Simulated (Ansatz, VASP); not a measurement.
**Ca3S4: VASP beside Ansatz**

```
Ca S
1.0
     6.51459    0.00000    0.00000
     0.00000    6.51459    0.00000
     0.00000    0.00000    6.51459
Ca S
3 4
Direct
  0.00000 0.00000 0.50000
  0.00000 0.50000 0.00000
  0.50000 0.00000 0.00000
  0.21548 0.21548 0.21548
  0.21548 0.78452 0.78452
  0.78452 0.21548 0.78452
  0.78452 0.78452 0.21548
```

Change from the starting cell: ordered vacancies on the cation sites of zinc blende (P-43m, No. 215).

Alike in both runs: functional PBE; k mesh 6 × 6 × 6; occupations gaussian, width 0.1 eV; no spin polarisation.

Ansatz relaxed the structure, and its values are those at the end. VASP's run is a single point on that final structure, the one shown.

|  | VASP | Ansatz |
| --- | --- | --- |
| version | VASP 6.6.1 | Ansatz 0.2.0 |
| potentials or method | VASP PAW PBE potentials, release 64 (Ca_sv, S), cutoff 520 eV | scalar-relativistic, plane waves, PAW |
| valence electrons in the cell | 54 | 54 |

VASP gave:

- gap on the k mesh at the Fermi level (eV): none
- pressure (GPa): 0.1
- rms of the force components (eV/Å): 0.005

Question: What did Ansatz give for the same quantities?

Answer: gap on the k mesh at the Fermi level (eV): none; pressure (GPa): 0.0; rms of the force components (eV/Å): 0.000.

A gap of «none» marks a metal or a gap that the smearing closes.
